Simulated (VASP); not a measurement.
# Al2Cu (Khatyrkite) (I4/mcm) in VASP: a series of runs

Runs on Al2Cu (Khatyrkite). Level: PBE. Tasks: single point.

All numbers are computed with VASP 6.6.1; they aren't measurements. Logs are shortened: lines on timing, memory, paths and dates and some standing lists are left out, and cuts for length are marked.

**1. The cell of the first run**

The structure is tetragonal, space group I4/mcm (No. 140). The conventional cell has a = 5.943 Å, b = 5.943 Å, c = 4.777 Å, α = 90.00°, β = 90.00°, γ = 90.00°. Al (site symmetry m2m) has 4 Cu at 2.54 Å and 11 Al at 2.66 to 3.17 Å within 3.3 Å. Within 3.2 Å of Cu (site symmetry 422) lie 2 Cu at 2.39 Å and 8 Al at 2.54 Å.

**2. Single point, PBE (volume scaled by 0.94, then relaxed in part)**

INCAR

```
SYSTEM = Al2Cu
ALGO = Normal
EDIFF = 1E-7
ENCUT = 520
GGA = PE
ISIF = 2
ISMEAR = -1
LASPH = .True.
LCHARG = .True.
LELF = .True.
LREAL = .False.
LVHAR = .True.
LWAVE = .False.
NBANDS = 26
NELM = 60
PREC = Accurate
SIGMA = 0.05
```

KPOINTS

```
k-points
0
Gamma
  12 12 12
  0 0 0
```

POSCAR

```
Al2Cu
1.0
   -2.9715744608      2.9715744608      2.3887207261
    2.9715744608     -2.9715744608      2.3887207261
    2.9715744608      2.9715744608     -2.3887207261
Al Cu
4 2
Direct
    0.6581000000      0.1581000000      0.8162000000
    0.1581000000      0.3419000000      0.5000000000
    0.3419000000      0.8419000000      0.1838000000
    0.8419000000      0.6581000000      0.5000000000
    0.2500000000      0.2500000000      0.0000000000
    0.7500000000      0.7500000000      0.0000000000
```

Potentials or basis: VASP PAW PBE potentials, release 64 (Al, Cu).

Started as:

```console
$ cat potpaw_PBE.64/Al/POTCAR potpaw_PBE.64/Cu/POTCAR > POTCAR
$ mpirun -np 1 vasp_std > vasp.out
```

OUTCAR:

```text
SYSTEM = Al2Cu
   EDIFF = 1E-7
   ENCUT = 520
   GGA = PE
   ISIF = 2
   ISMEAR = -1
   LASPH = .True.
   LREAL = .False.
   NELM = 60
   PREC = Accurate

 ion  position               nearest neighbor table
   1  0.658  0.158  0.816-   5 2.54   6 2.54   5 2.54   6 2.54   3 2.66   3 2.84   3 2.84   2 3.04
                             4 3.04   4 3.04   2 3.04   2 3.17   4 3.17   4 3.17   2 3.17
   2  0.158  0.342  0.500-   6 2.54   5 2.54   5 2.54   6 2.54   4 2.66   4 2.84   4 2.84   1 3.04
                             3 3.04   1 3.04   3 3.04   1 3.17   3 3.17   3 3.17   1 3.17
   3  0.342  0.842  0.184-   5 2.54   6 2.54   5 2.54   6 2.54   1 2.66   1 2.84   1 2.84   4 3.04
                             2 3.04   2 3.04   4 3.04   4 3.17   2 3.17   4 3.17   2 3.17
   4  0.842  0.658  0.500-   5 2.54   6 2.54   6 2.54   5 2.54   2 2.66   2 2.84   2 2.84   1 3.04
                             3 3.04   1 3.04   3 3.04   1 3.17   3 3.17   1 3.17   3 3.17
   5  0.250  0.250  0.000-   6 2.39   6 2.39   1 2.54   3 2.54   1 2.54   3 2.54   2 2.54   4 2.54
                             4 2.54   2 2.54
   6  0.750  0.750  0.000-   5 2.39   5 2.39   1 2.54   3 2.54   1 2.54   3 2.54   4 2.54   4 2.54
                             2 2.54   2 2.54

  LATTYP: Found a body centered tetragonal cell.
 ALAT       =     5.9431489216
 C/A-ratio  =     0.8038569309

  Lattice vectors:

 A1 = (  -2.9715744608,   2.9715744608,   2.3887207261)
 A2 = (   2.9715744608,  -2.9715744608,   2.3887207261)
 A3 = (   2.9715744608,   2.9715744608,  -2.3887207261)

Analysis of symmetry for initial positions (statically):
=====================================================================
 Subroutine PRICEL returns:
 Original cell was already a primitive cell.

 Routine SETGRP: Setting up the symmetry group for a
 body centered tetragonal supercell.

 Subroutine GETGRP returns: Found 16 space group operations
 (whereof  8 operations were pure point group operations)
 out of a pool of 16 trial point group operations.

The static configuration has the point symmetry C_4h.
 The point group associated with its full space group is D_4h.

Analysis of symmetry for dynamics (positions and initial velocities):
=====================================================================
 Subroutine PRICEL returns:
 Original cell was already a primitive cell.

 Routine SETGRP: Setting up the symmetry group for a
 body centered tetragonal supercell.

 Subroutine GETGRP returns: Found 16 space group operations
 (whereof  8 operations were pure point group operations)
 out of a pool of 16 trial point group operations.

The dynamic configuration has the point symmetry C_4h.
 The point group associated with its full space group is D_4h.

 Subroutine INISYM returns: Found 16 space group operations
 (whereof  8 operations are pure point group operations),
 and found     1 'primitive' translations

----------------------------------------------------------------------------------------

                                     Primitive cell

  volume of cell :      84.3721

  direct lattice vectors                    reciprocal lattice vectors
    -2.971574461  2.971574461  2.388720726     0.000000000  0.168260970  0.209317060
     2.971574461 -2.971574461  2.388720726     0.168260970  0.000000000  0.209317060
     2.971574461  2.971574461 -2.388720726     0.168260970  0.168260970  0.000000000

  length of vectors
     4.833890386  4.833890386  4.833890386     0.268561698  0.268561698  0.237956945

  position of ions in fractional coordinates (direct lattice)
     0.658100000  0.158100000  0.816200000
     0.158100000  0.341900000  0.500000000
     0.341900000  0.841900000  0.183800000
     0.841900000  0.658100000  0.500000000
     0.250000000  0.250000000  0.000000000
     0.750000000  0.750000000  0.000000000

  ion indices of the primitive-cell ions
   primitive index   ion index
                 1           1
                 2           2
                 3           3
                 4           4
                 5           5
                 6           6

----------------------------------------------------------------------------------------

 KPOINTS: k-points

Automatic generation of k-mesh.
 Grid dimensions read from file:
 generate k-points for:   12   12   12

 Generating k-lattice:

  Cartesian coordinates                     Fractional coordinates (reciprocal lattice)
     0.000000000  0.014021747  0.017443088     0.083333333 -0.000000000  0.000000000
     0.014021747  0.000000000  0.017443088    -0.000000000  0.083333333  0.000000000
     0.014021747  0.014021747  0.000000000     0.000000000  0.000000000  0.083333333

  Length of vectors
     0.022380141  0.022380141  0.019829745

  Shift w.r.t. Gamma in fractional coordinates (k-lattice)
     0.000000000  0.000000000  0.000000000

 Subroutine IBZKPT returns following result:
 ===========================================

 Found    163 irreducible k-points:

 Following reciprocal coordinates:
            Coordinates               Weight
  0.000000  0.000000  0.000000      1.000000
  0.083333 -0.000000  0.000000      8.000000
  0.166667 -0.000000  0.000000      8.000000
  0.250000 -0.000000  0.000000      8.000000
  0.333333  0.000000  0.000000      8.000000
  0.416667  0.000000 -0.000000      8.000000
[... 16 lines left out ...]
  0.500000  0.166667  0.000000     16.000000
 -0.416667  0.166667  0.000000     16.000000
 [... further k-points ...]
   k-points           NKPTS =    163   k-points in BZ     NKDIM =    163   number of bands    NBANDS=     26
   number of dos      NEDOS =    301   number of ions     NIONS =      6
   total plane-waves  NPLWV =  46656
   dimension x,y,z NGX =    36 NGY =   36 NGZ =   36
   dimension x,y,z NGXF=    72 NGYF=   72 NGZF=   72
   ions per type =               4   2
   NGX,Y,Z   is equivalent  to a cutoff of  12.38, 12.38, 12.38 a.u.
   NGXF,Y,Z  is equivalent  to a cutoff of  24.76, 24.76, 24.76 a.u.
 SYSTEM =  Al2Cu
   PREC   = accura    normal or accurate (medium, high low for compatibility)
   ISTART =      0    job   : 0-new  1-cont  2-samecut
   ICHARG =      2    charge: 1-file 2-atom 10-const
   ISPIN  =      1    spin polarized calculation?
   LNONCOLLINEAR =      F non collinear calculations
   LSORBIT =      F    spin-orbit coupling
   LASPH  =      T    aspherical Exc in radial PAW
   ENCUT  =  520.0 eV  38.22 Ry    6.18 a.u.   8.99  8.99  8.99*2*pi/ulx,y,z
   NELM   =     60;   NELMIN=  2; NELMDL= -5     # of ELM steps
   EDIFF  = 0.1E-06   stopping-criterion for ELM
   LREAL  =      F    real-space projection
   EDIFFG = 0.1E-05   stopping-criterion for IOM
   NSW    =      0    number of steps for IOM
   IBRION =     -1    ionic relax: 0-MD 1-quasi-New 2-CG
   NFREE  =      0    steps in history (QN), initial steepest desc. (CG)
   ISIF   =      2    stress and relaxation
   ISYM   =      2    0-nonsym 1-usesym 2-fastsym
   POTIM  = 0.5000    time-step for ionic-motion
   TEBEG  =    0.0;   TEEND  =   0.0 temperature during run
   PSTRESS=    0.0 pullay stress
   NELECT =      34.0000    total number of electrons
   NUPDOWN=      -1.0000    fix difference up-down
   EMIN   =  10.00;   EMAX   =-10.00  energy-range for DOS
   EFERMI =   0.00;   METHOD = LEGACY
   ISMEAR =    -1;   SIGMA  =   0.05  broadening in eV -4-tet -1-fermi 0-gaus
   EFERMI_NEDOS =   21; number of points for ismear=-14 and -15
   IALGO  =     38    algorithm
   IMIX   =      4    mixing-type and parameters
     AMIX     =   0.40;   BMIX     =  1.00
     AMIX_MAG =   1.60;   BMIX_MAG =  1.00
  volume/ion in A,a.u.               =      14.06        94.90
  Fermi-wavevector in a.u.,A,eV,Ry     =   1.209210  2.285075 19.894275  1.462188
  Thomas-Fermi vector in A             =   2.344794
   LORBIT       =      0    0 simple, 1 ext, 2 COOP (PROOUT), +10 PAW based schemes
   GGA     = PE    functional components
   LHFCALC =     F    Hartree Fock is set to
   AEXX    =    0.0000 exact exchange contribution
   IVDW    =     0    specifies the selected vdW correction
   LEPSILON=     F    determine dielectric tensor
   LRPA    =     F    only Hartree local field effects (RPA)
 non-spin polarized calculation
  energy-cutoff  :      520.00
  volume of cell :       84.37
 maximum number of plane-waves:      2290
   NGX = 17   NGY = 17   NGZ = 17

 number of electron      34.0000041 magnetization

 Free energy of the ion-electron system (eV)
  ---------------------------------------------------
  ext. energy  EPLUGINS =         0.00000000
  ---------------------------------------------------
  free energy    TOTEN  =       -23.27790675 eV

  energy without entropy =      -23.26122583  energy(sigma->0) =      -23.26956629

 E-fermi :   8.6253     XC(G=0): -11.1032

 val. band max:        8.6184992079   @ k =   0.2500   0.2500   0.0000
 cond. band min:       8.6528132709   @ k =  -0.3333   0.0833   0.0000
 fundamental gap:      0.0343140629
 Fermi energy:         8.6253283794

 k-point     1 :       0.0000    0.0000    0.0000
  band No.  band energies     occupation
      1      -2.5351      2.00000
      2       3.0566      2.00000
      3       3.2434      2.00000
      4       3.2434      2.00000
      5       3.2588      2.00000
      6       4.2105      2.00000
[... 18 lines left out ...]
     25      14.0919      0.00000
     26      14.6957      0.00000

 k-point     2 :       0.0833   -0.0000    0.0000
  band No.  band energies     occupation
      1      -2.4595      2.00000
      2       3.0504      2.00000
      3       3.2292      2.00000
      4       3.2407      2.00000
      5       3.2771      2.00000
      6       4.1984      2.00000
[... 18 lines left out ...]
     25      14.1770      0.00000
     26      14.9479      0.00000

 k-point     3 :       0.1667   -0.0000    0.0000
  band No.  band energies     occupation
      1      -2.2333      2.00000
      2       3.0361      2.00000
      3       3.1357      2.00000
      4       3.2319      2.00000
      5       3.3278      2.00000
      6       4.1536      2.00000
[... 18 lines left out ...]
     25      14.4331      0.00000
     26      15.0911      0.00000

 k-point     4 :       0.2500   -0.0000    0.0000
  band No.  band energies     occupation
      1      -1.8584      2.00000
      2       2.7460      2.00000
      3       3.0241      2.00000
      4       3.2141      2.00000
      5       3.3976      2.00000
      6       4.0431      2.00000
[... 18 lines left out ...]
     25      14.9175      0.00000
     26      15.2613      0.00000

 k-point     5 :       0.3333    0.0000    0.0000
  band No.  band energies     occupation
      1      -1.3384      2.00000
      2       1.9393      2.00000
      3       3.0259      2.00000
      4       3.1839      2.00000
      5       3.4650      2.00000
      6       3.9732      2.00000
[... 18 lines left out ...]
     25      15.2705      0.00000
     26      15.8289      0.00000

 k-point     6 :       0.4167    0.0000   -0.0000
  band No.  band energies     occupation
      1      -0.6794      2.00000
      2       1.0000      2.00000
      3       3.0491      2.00000
      4       3.1407      2.00000
      5       3.5285      2.00000
      6       3.7756      2.00000
[... 427 lines left out ...]
 k-point    21 :       0.3333    0.1667   -0.0000
  band No.  band energies     occupation
      1      -0.3381      2.00000
      2       0.9695      2.00000
      3       2.1459      2.00000
      4       3.0229      2.00000
      5       3.7306      2.00000
      6       4.0285      2.00000
[... 18 lines left out ...]
     25      15.0903      0.00000
     26      15.5887      0.00000

 k-point    22 :       0.4167    0.1667   -0.0000
  band No.  band energies     occupation
      1       0.1055      2.00000
      2       0.4685      2.00000
      3       1.9639      2.00000
      4       3.0758      2.00000
      5       3.6356      2.00000
      6       3.9496      2.00000
[... 18 lines left out ...]
     25      14.9778      0.00000
     26      15.4080      0.00000

 k-point    23 :       0.5000    0.1667    0.0000
  band No.  band energies     occupation
      1      -0.6508      2.00000
      2       1.3679      2.00000
      3       1.8914      2.00000
      4       3.1596      2.00000
      5       3.5312      2.00000
      6       3.8666      2.00000
[... 18 lines left out ...]
     25      15.0880      0.00000
     26      15.4736      0.00000

 k-point    24 :      -0.4167    0.1667    0.0000
  band No.  band energies     occupation
      1      -1.2775      2.00000
      2       1.9316      2.00000
      3       2.2740      2.00000
      4       3.2499      2.00000
      5       3.4286      2.00000
      6       3.8604      2.00000
[... 18 lines left out ...]
     25      14.7258      0.00000
     26      16.1228      0.00000

 [... further k-points ...]

------------------------ aborting loop because EDIFF is reached ----------------------------------------

  FORCE on cell =-STRESS in cart. coord.  units (eV):
  Direction    XX          YY          ZZ          XY          YZ          ZX
  --------------------------------------------------------------------------------------
  -------------------------------------------------------------------------------------
  Total        3.6295673      3.6295673      3.6007570      0.0000000      0.0000000      0.0000000
  in kB       68.9234214     68.9234214     68.3763311      0.0000000      0.0000000      0.0000000
  external PRESSURE =      68.7410580 kB  Pullay stress =       0.0000000 kB

 VOLUME and BASIS-vectors are now :
 -----------------------------------------------------------------------------
  energy-cutoff  :      520.00
  volume of cell :       84.37
      direct lattice vectors                 reciprocal lattice vectors
    -2.971574461  2.971574461  2.388720726     0.000000000  0.168260970  0.209317060
     2.971574461 -2.971574461  2.388720726     0.168260970  0.000000000  0.209317060
     2.971574461  2.971574461 -2.388720726     0.168260970  0.168260970  0.000000000

 POSITION                                       TOTAL-FORCE (eV/Angst)
 -----------------------------------------------------------------------------------
      0.93961      3.91119     -0.00000        -0.017037     -0.017037     -0.000000
      2.03196      0.93961      0.00000         0.017037     -0.017037     -0.000000
      2.03196     -0.93961      2.38872         0.017037      0.017037      0.000000
      0.93961      2.03196      2.38872        -0.017037      0.017037     -0.000000
      0.00000      0.00000      1.19436        -0.000000      0.000000     -0.000000
      0.00000      0.00000      3.58308        -0.000000      0.000000     -0.000000
 -----------------------------------------------------------------------------------
    total drift:                                0.000000     -0.000000      0.000000

  FREE ENERGIE OF THE ION-ELECTRON SYSTEM (eV)
  ---------------------------------------------------
  free  energy   TOTEN  =       -23.2779067509 eV

  energy  without entropy=      -23.2612258325  energy(sigma->0) =      -23.26956629
```

Wall time 2.8 min (1 thread of Intel Xeon 6975P-C (Granite Rapids), shared host); peak memory 0.41 GiB.

Results:

- Free energy: -23.2779 eV
- Pressure: 6.9 GPa
- Largest force: 0.024 eV/Å
- Band gap on the k mesh: zero (band 17 reaches 11.27 eV, above the bottom of band 18 at 6.77 eV)

Forces in eV/Å, atoms in the order of the input:
```
Al  -0.017 -0.017  0.000
Al   0.017 -0.017  0.000
Al   0.017  0.017  0.000
Al  -0.017  0.017  0.000
Cu   0.000  0.000  0.000
Cu   0.000  0.000  0.000
```

(Continued in part 2 of 2.)
